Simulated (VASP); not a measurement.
Wanted: the native input for a VASP 6.6.1 run.

```
Task                   : relaxation of cell and atoms
Functional             : PBE
Potentials or basis    : VASP PAW PBE potentials, release 64 (Sn_d, C)
Cutoff                 : 600 eV
k mesh                 : 10 × 10 × 10
Occupations            : gaussian, width 0.01 eV
Spin                   : no spin polarisation
Target pressure        : 5 GPa
Dipole correction      : no
Further INCAR settings : ALGO = Normal; EDIFF = 1e-07; IBRION = 2; EDIFFG = -0.001; NSW = 80; ISIF = 3
```

The structure of SnC2 lies in POSCAR:

```
SnC2
1.0
   -2.0350734218      2.0350734218      3.2980090494
    2.0350734218     -2.0350734218      3.2980090494
    2.0350734218      2.0350734218     -3.2980090494
Sn C
1 2
Direct
    0.0000000000      0.0000000000      0.0000000000
    0.5962717217      0.5962717217      0.0000000000
    0.4037282783      0.4037282783      0.0000000000
```

These files were run (other wordings do the same):

INCAR

```
PREC = Accurate
ENCUT = 600
EDIFF = 1E-7
ISMEAR = 0
SIGMA = 0.01
LREAL = False
LASPH = True
NELM = 60
ALGO = Normal
ISIF = 3
LWAVE = False
LCHARG = False
GGA = PE
IBRION = 2
NSW = 80
EDIFFG = -0.001
PSTRESS = 50.0
```

KPOINTS

```
Automatic mesh
0
Gamma
  10 10 10
```

Potentials or basis: VASP PAW PBE potentials, release 64 (Sn_d, C).

Command:

```console
$ cat potpaw_PBE.64/Sn_d/POTCAR potpaw_PBE.64/C/POTCAR > POTCAR
$ mpirun -np 1 vasp_std > vasp.out
```

Results of the run:

```yaml
Relaxed_volume: 16.76 Å³/atom
Relaxed_cell: a = 4.273 Å, b = 4.273 Å, c = 4.273 Å, α = 125.11°, β = 125.11°, γ = 81.36°
Space_group_after_relaxing_to_0.1_Å: I4/mmm (No. 139)
Energy_change_on_relaxing_the_run_minimises_the_enthalpy: +20.6 meV/atom
Ionic_steps: 22
Pressure_after_relaxing: 5.0 GPa
Band_gap_on_the_k_mesh: 0.47 eV (least direct gap 1.26 eV)
```

Caveat: the cell is relaxed towards a set pressure, so the run minimises the enthalpy, not the energy; spin-orbit coupling is left out, which moves the levels of the heavy elements.

It took 8 min on 1 thread of Intel(R) Xeon(R) Platinum 8488C (Sapphire Rapids) (shared host), peak memory 0.3 GiB.
